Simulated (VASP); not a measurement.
CrCuO2:

```
Cr Cu O
1.0
     1.48670    0.85835    5.70000
    -1.48670    0.85835    5.70000
     0.00000   -1.71669    5.70000
Cr Cu O
1 1 2
Direct
  0.50000 0.50000 0.50000
  0.00000 0.00000 0.00000
  0.10792 0.10792 0.10792
  0.89208 0.89208 0.89208
```

- Program: VASP 6.6.1
- Task: relaxation of cell and atoms
- Functional: PBE
- Potentials or basis: VASP PAW PBE potentials, release 64 (Cr_pv, Cu, O)
- Cutoff: 600 eV
- k mesh: 6 × 6 × 6
- Occupations: gaussian, width 0.1 eV
- Spin: collinear spin, ferromagnetic start
- Starting moments: [2.73, 0.0, 0.0, 0.0] μB
- Hubbard terms: Cr d U = 3.7 eV, Cu d U = 4.0 eV

At the start: pressure 8.6 GPa; volume 10.91 Å³/atom.

Question: How do energy, volume and symmetry change on relaxing?

Answer: Over 6 steps the energy falls by 17.4 meV/atom and the volume is 11.53 Å³/atom (+5.7 %); space group R-3m (No. 166, to 0.1 Å) before and after; moment 3.00 μB per cell.

Step by step:
| step | energy change (eV) | largest force (eV/Å) | pressure (GPa) | volume (Å³) |
| --- | --- | --- | --- | --- |
| 1 | 0.0000 | 0.4502 | 8.62 | 43.64 |
| 2 | -0.0321 | 0.5004 | -5.18 | 47.45 |
| 3 | -0.0630 | 0.1453 | -0.05 | 45.81 |
| 4 | -0.0683 | 0.1090 | 0.08 | 45.93 |
| 5 | -0.0695 | 0.0856 | 0.19 | 46.01 |
| 6 | -0.0697 | 0.0466 | -0.12 | 46.12 |

Final structure:
```cif
data_structure
_symmetry_space_group_name_H-M 'P 1'
_symmetry_Int_Tables_number 1
_cell_length_a 5.9824
_cell_length_b 5.9824
_cell_length_c 5.9824
_cell_angle_alpha 29.558
_cell_angle_beta 29.558
_cell_angle_gamma 29.558
_cell_volume 46.12
loop_
_atom_site_label
_atom_site_type_symbol
_atom_site_fract_x
_atom_site_fract_y
_atom_site_fract_z
_atom_site_occupancy
Cr1 Cr 0.50000 0.50000 0.50000 1
Cu1 Cu 0.00000 0.00000 0.00000 1
O1 O 0.10803 0.10803 0.10803 1
O2 O 0.89197 0.89197 0.89197 1
```

Caveat: the relaxation stopped at a loose force limit of 0.05 eV/Å, so its end isn't a converged minimum.
